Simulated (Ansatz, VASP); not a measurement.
## One calculation of CaO, two programs

```
Ca O
1.0
     0.00000    2.58484    2.64138
     2.58484    0.00000    2.64138
     2.58484    2.58484    0.00000
Ca O
1 1
Direct
  0.00000 0.00000 0.00000
  0.25000 0.25000 0.25000
```

Change from the starting cell: epitaxial_xy strain -0.8%.

Alike in both runs: task single point; functional r2SCAN; k mesh 8 × 8 × 8; no spin polarisation.

|  | VASP | Ansatz |
| --- | --- | --- |
| version | VASP 6.6.1 | Ansatz 0.2.0 |
| potentials or method | VASP PAW PBE potentials, release 64 (Ca_sv, O) | plane waves, PAW |
| plane-wave cutoff (eV) | 520 | 500 |
| occupations | gaussian, width 0.01 eV | fixed |
| valence electrons in the cell | 16 | 16 |

```tsv
	VASP	Ansatz	Ansatz less VASP
gap on the k mesh at the Fermi level (eV)	3.73	3.75	+0.026
pressure (GPa)	1.2	0.3	-0.94
traceless stress, the component that is largest in VASP (GPa)	-0.22	-0.25	-0.027
```

VASP's potentials were made for PBE, not for r2SCAN.
